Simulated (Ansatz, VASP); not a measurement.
## Ta: VASP beside Ansatz

```
Ta
1.0
    -1.60174    1.60174    1.62651
     1.60174   -1.60174    1.62651
     1.60174    1.60174   -1.62651
Ta
1
Direct
  0.00000 0.00000 0.00000
```

Change from the starting cell: strain -0.030 along x and y, -0.015 along z, atoms carried along.

Alike in both runs: task single point; functional PBEsol; k mesh 20 × 20 × 20; occupations gaussian, width 0.15 eV; no spin polarisation.

|  | VASP | Ansatz |
| --- | --- | --- |
| version | VASP 6.6.1 | Ansatz 0.2.0 |
| potentials or method | VASP PAW PBE potentials, release 64 (Ta_pv), cutoff 520 eV | scalar-relativistic, plane waves, PAW |
| valence electrons in the cell | 11 | 13 |

Ansatz gave:

- gap on the k mesh at the Fermi level (eV): none
- pressure (GPa): 13.3
- traceless stress, the component that is largest in VASP (GPa): -1.49

Question: Estimate VASP's values.

Answer: gap on the k mesh at the Fermi level (eV): none; pressure (GPa): 13.7; traceless stress, the component that is largest in VASP (GPa): -1.49.

VASP's potentials were made for PBE, not for PBEsol. A gap of «none» marks a metal or a gap that the smearing closes. With one functional, cell and mesh, what is left measures potentials, basis and numerics. VASP's potentials hold 11 valence electrons a cell and Ansatz's 13, so a difference there can come from the potentials and not from the codes.

Neither program's run includes spin-orbit coupling.
